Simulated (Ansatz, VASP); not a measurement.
## One calculation of CO2, two programs

```xyz
6
Lattice="-2.0297 2.0297 2.9673 2.0297 -2.0297 2.9673 2.0297 2.0297 -2.9673" Properties=species:S:1:pos:R:3 pbc="T T T"
C     0.0000    0.0000    0.0000
C     0.0000    2.0297    1.4837
O     0.6243    1.0148    0.7418
O    -1.0148    1.4054    2.2255
O     1.4054    1.0148    3.7092
O     3.0445    0.6243   -0.7418
```

Change from the starting cell: biaxial_xy strain +3.8%.

Alike in both runs: task single point; functional PBE; k mesh 10 × 10 × 10; occupations fermi-dirac, width 0.02 eV; no spin polarisation.

|  | VASP | Ansatz |
| --- | --- | --- |
| version | VASP 6.6.1 | Ansatz 0.2.0 |
| potentials or method | VASP PAW PBE potentials, release 64 (C, O) | plane waves, PAW |
| plane-wave cutoff (eV) | 520 | 420 |
| valence electrons in the cell | 32 | 32 |

VASP gave:

- gap on the k mesh at the Fermi level (eV): 7.56
- pressure (GPa): -1.3
- traceless stress, the component that is largest in VASP (GPa): 0.93
- rms of the force components (eV/Å): 0.143

Task: Which values does Ansatz return?

Result: gap on the k mesh at the Fermi level (eV): 7.63; pressure (GPa): -2.6; traceless stress, the component that is largest in VASP (GPa): 1.12; rms of the force components (eV/Å): 0.112.

Atom by atom the forces differ by 0.031 eV/Å (rms over components).
